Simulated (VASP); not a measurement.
Ti, 2 atoms in the cell. The structure is hexagonal, space group P6_3/mmc (No. 194). The conventional cell has a = 2.939 Å, b = 2.939 Å, c = 4.656 Å, α = 90.00°, β = 90.00°, γ = 120.00°. Within 3.8 Å of Ti (site symmetry -6m2) lie 12 Ti at 2.88 to 2.94 Å. 

- Program: VASP 6.6.1
- Task: single point
- Functional: PBE
- Potentials or basis: VASP PAW PBE potentials, release 64 (Ti_sv)
- Cutoff: 520 eV
- k mesh: 12 × 12 × 7
- Occupations: fermi-dirac, width 0.01 eV
- Spin: no spin polarisation
- Dipole correction: no
- Further INCAR settings: ALGO = Normal; EDIFF = 1e-07; NBANDS = 19

Potentials or basis: VASP PAW PBE potentials, release 64 (Ti_sv).

Run with:

```console
$ cat potpaw_PBE.64/Ti_sv/POTCAR > POTCAR
$ mpirun -np 1 vasp_std > vasp.out
```

Hardware: 1 thread of Intel Xeon 6975P-C, with other jobs on the host.

Task: How long does it take, and how much memory?

Result: It took 44 s on 1 thread of Intel Xeon 6975P-C, on a shared host, peak memory 0.18 GiB. Counts: scf iterations 16, k points 76.
